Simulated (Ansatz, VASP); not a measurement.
# SrO in VASP and in Ansatz

POSCAR

```
SrO
1.0
    3.5112957206      0.0000000000      0.0000000000
   -1.7556478603      3.0408712943      0.0000000000
    0.0000000000      0.0000000000      6.1456272367
Sr O
2 2
Direct
    0.3333333333      0.6666666667      0.2500000000
    0.6666666667      0.3333333333      0.7500000000
    0.0000000000      0.0000000000      0.0000000000
    0.0000000000      0.0000000000      0.5000000000
```

The input INCAR.step1:

```
  ALGO = Normal
  EDIFF = 1E-4
  ENCUT = 520
  GGA = PE
  ISMEAR = 0
  LASPH = T
  LCHARG = F
  LREAL = F
  LWAVE = T
  NBANDS = 24
  NELM = 100
  PREC = Accurate
  SIGMA = 0.01
```

INCAR.step2

```
  ALGO = Normal
  EDIFF = 1E-6
  ENCUT = 520
  ISIF = 2
  ISMEAR = 0
  ISTART = 1
  LASPH = T
  LCHARG = F
  LMIXTAU = T
  LREAL = F
  LWAVE = F
  METAGGA = R2SCAN
  NBANDS = 24
  NELM = 100
  PREC = Accurate
  SIGMA = 0.01
```

KPOINTS

```
k-points
0
Gamma
  9 9 4
```

Input for Ansatz:

```yaml
crystal:
  lattice:
    - [3.5112957206, 0.0, 0.0]
    - [-1.7556478603, 3.0408712943, 0.0]
    - [0.0, 0.0, 6.1456272367]
  atoms:
    - { symbol: Sr, position: [0.3333333333, 0.6666666667, 0.25] }
    - { symbol: Sr, position: [0.6666666667, 0.3333333333, 0.75] }
    - { symbol: O, position: [0.0, 0.0, 0.0] }
    - { symbol: O, position: [0.0, 0.0, 0.5] }
kpoints:
  mp_grid: { grid: [9, 9, 4] }
hamiltonian:
  xc: r2scan
scf:
  occupations: { method: fixed }
  n_extra_bands: 5
output:
  forces: true
  stress: true
  eigenvalues: true
```

Alike in both runs: task single point; functional r2SCAN; k mesh 9 × 9 × 4; no spin polarisation.

```csv
,VASP,Ansatz
version,VASP 6.6.1,Ansatz 0.2.0
potentials or method,"VASP PAW PBE potentials, release 64 (Sr_sv, O)","plane waves, PAW"
plane-wave cutoff (eV),520,500
occupations,"gaussian, width 0.01 eV",fixed
valence electrons in the cell,32,32
```

```tsv
	VASP	Ansatz	Ansatz less VASP
gap on the k mesh at the Fermi level (eV)	3.53	3.58	+0.044
pressure (GPa)	3.6	3.0	-0.64
traceless stress, the component that is largest in VASP (GPa)	0.34	0.35	+0.002
```

VASP's potentials were made for PBE, not for r2SCAN.
